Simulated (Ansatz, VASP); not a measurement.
## Two plane-wave programs on SiO2

INCAR

```
ALGO     = Normal         # electronic algorithm
EDIFF    = 1E-6           # SCF threshold, eV
ENCUT    = 520            # plane-wave cutoff, eV
GGA      = PS             # functional
ISIF     = 2              # what is computed and relaxed
ISMEAR   = 0              # smearing method
LASPH    = T              # aspherical terms in the spheres
LCHARG   = T              # write CHGCAR
LELF     = T              # ELF
LREAL    = F              # projectors in reciprocal space
LVHAR    = T            
LWAVE    = F              # write WAVECAR
NBANDS   = 25             # bands
NELM     = 80             # most SCF steps
PREC     = Accurate       # precision mode
SIGMA    = 0.01           # smearing width, eV
```

Contents of KPOINTS:

```
k-points
0
Gamma
  6 6 6
```

File POSCAR:

```
SiO2
1.0
   -2.3131498727      2.3131498727      3.6479573402
    2.3131498727     -2.3131498727      3.6479573402
    2.3131498727      2.3131498727     -3.6479573402
Si O
2 4
Direct
    0.0000000000      0.0000000000      0.0000000000
    0.7500000000      0.2500000000      0.5000000000
    0.9983800000      0.6250000000      0.8733800000
    0.3750000000      0.2483800000      0.3733800000
    0.7516200000      0.1250000000      0.1266200000
    0.8750000000      0.0016200000      0.6266200000
```

Input for Ansatz:

```yaml
crystal:
  lattice:
    - [-2.313149872743728, 2.313149872743728, 3.64795734022136]
    - [2.313149872743728, -2.313149872743728, 3.64795734022136]
    - [2.313149872743728, 2.313149872743728, -3.64795734022136]
  atoms:
    - { symbol: Si, position: [0.0, 0.0, 0.0] }
    - { symbol: Si, position: [0.75, 0.25, 0.5] }
    - { symbol: O, position: [0.99838, 0.625, 0.87338] }
    - { symbol: O, position: [0.375, 0.24838, 0.37338] }
    - { symbol: O, position: [0.75162, 0.125, 0.12662] }
    - { symbol: O, position: [0.875, 0.00162, 0.62662] }
basis:
  ecutwfc: 420.0
kpoints:
  mp_grid:
    grid: [6, 6, 6]
hamiltonian:
  xc: pbesol
scf:
  occupations:
    method: fixed
output:
  stress: true
```

Alike in both runs: task single point; functional PBEsol; k mesh 6 × 6 × 6; no spin polarisation.

|  | VASP | Ansatz |
| --- | --- | --- |
| version | VASP 6.6.1 | Ansatz 0.2.0 |
| potentials or method | VASP PAW PBE potentials, release 64 (Si, O), cutoff 520 eV | plane waves, PAW |
| occupations | gaussian, width 0.01 eV | fixed |
| valence electrons in the cell | 32 | 32 |

```csv
,VASP,Ansatz,Ansatz less VASP
pressure (GPa),17.4,16.6,-0.80
"traceless stress, the component that is largest in VASP (GPa)",-0.98,-1.07,-0.087
```

VASP's potentials were made for PBE, not for PBEsol.
